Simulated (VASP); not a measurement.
Crystal: GaP.

```
CELL_PARAMETERS angstrom
0.00000 2.72581 2.72581
2.72581 0.00000 2.72581
2.72581 2.72581 0.00000
ATOMIC_POSITIONS crystal
Ga 0.00000 0.00000 0.00000
P 0.25000 0.25000 0.25000
```

```yaml
Program: VASP 6.6.1
Task: relaxation of cell and atoms
Functional: PBE
Potentials_or_basis: VASP PAW PBE potentials, release 64 (Ga_d, P)
Cutoff: 600 eV
k_mesh: 8 × 8 × 8
Occupations: gaussian, width 0.02 eV
Spin: no spin polarisation
```

At the start: pressure 2.4 GPa; volume 20.25 Å³/atom.

How do energy, volume and symmetry change on relaxing?

Over 6 steps the energy falls by 4.4 meV/atom and the volume is 20.86 Å³/atom (+3.0 %); space group F-43m (No. 216, to 0.05 Å).

Step by step:
```
step  energy change (eV)  largest force (eV/Å)  pressure (GPa)  volume (Å³)
   1              0.0000                0.0000            2.36        40.51
   2             -0.0070                0.0000           -1.01        42.28
   3             -0.0088                0.0000            0.05        41.72
   4             -0.0088                0.0000           -0.09        41.75
   5             -0.0088                0.0000            0.11        41.68
   6             -0.0088                0.0000           -0.03        41.71
```

Final structure:
```xyz
2
Lattice="0.0000 2.7527 2.7527 2.7527 0.0000 2.7527 2.7527 2.7527 0.0000" Properties=species:S:1:pos:R:3 pbc="T T T"
Ga    0.0000    0.0000    0.0000
P     1.3763    1.3763    1.3763
```
